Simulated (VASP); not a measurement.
The system is Ir.

```xyz
1
Lattice="0.0000 1.9532 1.9532 1.9532 0.0000 1.9532 1.9532 1.9532 0.0000" Properties=species:S:1:pos:R:3 pbc="T T T"
Ir    0.0000    0.0000    0.0000
```

Base run:

| Property | Result |
| --- | --- |
| Program | VASP 6.6.1 |
| Functional | r2SCAN |
| Potentials or basis | VASP PAW PBE potentials, release 64 (Ir_sv_GW) |
| Cutoff | 550 eV |
| k mesh | 12 × 12 × 12 |
| Occupations | fermi-dirac, width 0.05 eV |
| Spin | no spin polarisation |

Its results: pressure -18.5 GPa.

Question: After a change of settings the same cell gave: pressure -27.1 GPa. Which change was it?
A. functional from r2SCAN to LDA; potentials or basis from VASP PAW PBE potentials, release 64 (Ir_sv_GW) to VASP PAW LDA potentials, release 64 (Ir_sv_GW); cutoff from 550 eV to 500 eV
B. potentials or basis from VASP PAW PBE potentials, release 64 (Ir_sv_GW) to VASP PAW PBE potentials, release 64 (Ir); cutoff from 550 eV to 520 eV; further incar settings from ALGO = Normal; EDIFF = 1e-06; NBANDS = 14 to ALGO = Normal; EDIFF = 1e-07; NBANDS = 10; valence electrons from 17 to 9
C. potentials or basis from VASP PAW PBE potentials, release 64 (Ir_sv_GW) to VASP PAW PBE potentials, release 64 (Ir); cutoff from 550 eV to 520 eV; further incar settings from ALGO = Normal; EDIFF = 1e-06; NBANDS = 14 to ALGO = Normal; EDIFF = 1e-06; NBANDS = 10; valence electrons from 17 to 9

Answer: A.

Caveats: the PAW data sets were made with another functional, which shifts forces and pressure a little (some runs).
